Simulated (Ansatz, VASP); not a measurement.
**Two plane-wave programs on WSe2**

```xyz
3
Lattice="3.2703 0.0000 0.0000 -1.6351 2.8321 0.0000 0.0000 0.0000 17.6609" Properties=species:S:1:pos:R:3 pbc="T T T"
W     0.0000    0.0000    0.0000
Se    0.0000    1.8881    1.6727
Se    0.0000    1.8881   15.9882
```

Change from the starting cell: strain along c alone, the other axes held, atoms relaxed: +6.0 %.

Alike in both runs: functional PBEsol; k mesh 12 × 12 × 2; occupations gaussian, width 0.02 eV; no spin polarisation.

Ansatz relaxed the structure, and its values are those at the end. VASP's run is a single point on that final structure, the one shown.

|  | VASP | Ansatz |
| --- | --- | --- |
| version | VASP 6.6.1 | Ansatz 0.2.0 |
| potentials or method | VASP PAW PBE potentials, release 64 (W_sv, Se), cutoff 520 eV | scalar-relativistic, plane waves, PAW |
| valence electrons in the cell | 26 | 46 |

Ansatz gave:

| Property | Result |
| --- | --- |
| gap on the k mesh at the Fermi level (eV) | 1.69 |
| least direct gap on the mesh (eV) | 1.69 |
| rms of the force components (eV/Å) | 0.000 |

Task: Which values does VASP return?

Result: gap on the k mesh at the Fermi level (eV): 1.69; least direct gap on the mesh (eV): 1.69; rms of the force components (eV/Å): 0.029.

VASP's potentials were made for PBE, not for PBEsol. With one functional, cell and mesh, what is left measures potentials, basis and numerics. VASP's potentials hold 26 valence electrons a cell and Ansatz's 46, so a difference there can come from the potentials and not from the codes. Ansatz's warnings: stress scf threshold loose, xc potential rough in thin density.

Neither program's run includes spin-orbit coupling.
